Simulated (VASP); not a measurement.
W3S: single point with PBE

W3S, a slab with vacuum:

```
W S
1.0
     2.85472    0.00000    0.00000
    -1.42736    2.47226    0.00000
     0.00000    0.00000   20.19734
W S
3 1
Direct
  0.66667 0.33333 0.19805
  0.33333 0.66667 0.31434
  0.00000 0.00000 0.43062
  0.00000 0.00000 0.54451
```

```
Program                : VASP 6.6.1
Task                   : single point
Functional             : PBE
Potentials or basis    : VASP PAW PBE potentials, release 64 (W_sv, S)
Cutoff                 : 520 eV
k mesh                 : 9 × 9 × 1
Occupations            : gaussian, width 0.1 eV
Spin                   : no spin polarisation
Dipole correction      : yes
Further INCAR settings : ALGO = Normal; EDIFF = 1e-07; NBANDS = 32
```

```
Largest force          : 0.306 eV/Å
Band gap on the k mesh : zero (band 24 reaches 2.09 eV, above the bottom of band 25 at 1.24 eV)
```

Forces in eV/Å, atoms in the order of the input:
```
W    0.000  0.000  0.135
W    0.000  0.000 -0.306
W    0.000  0.000  0.164
S    0.000  0.000  0.007
```

Levels at points of the mesh, in eV from the Fermi level:
| k point | band 21 | band 22 | band 23 | band 24 | band 25 | band 26 | band 27 | band 28 |
| --- | --- | --- | --- | --- | --- | --- | --- | --- |
| (0.00, 0.00, 0.00) | -0.55 | -0.28 | -0.28 | -0.01 | -0.01 | 0.20 | 1.51 | 1.51 |

It took 3.1 min on 1 thread of Intel Xeon 8259CL, with other jobs on the host, peak memory 0.29 GiB.

Caveat: spin-orbit coupling is left out, which moves the levels of the heavy elements.
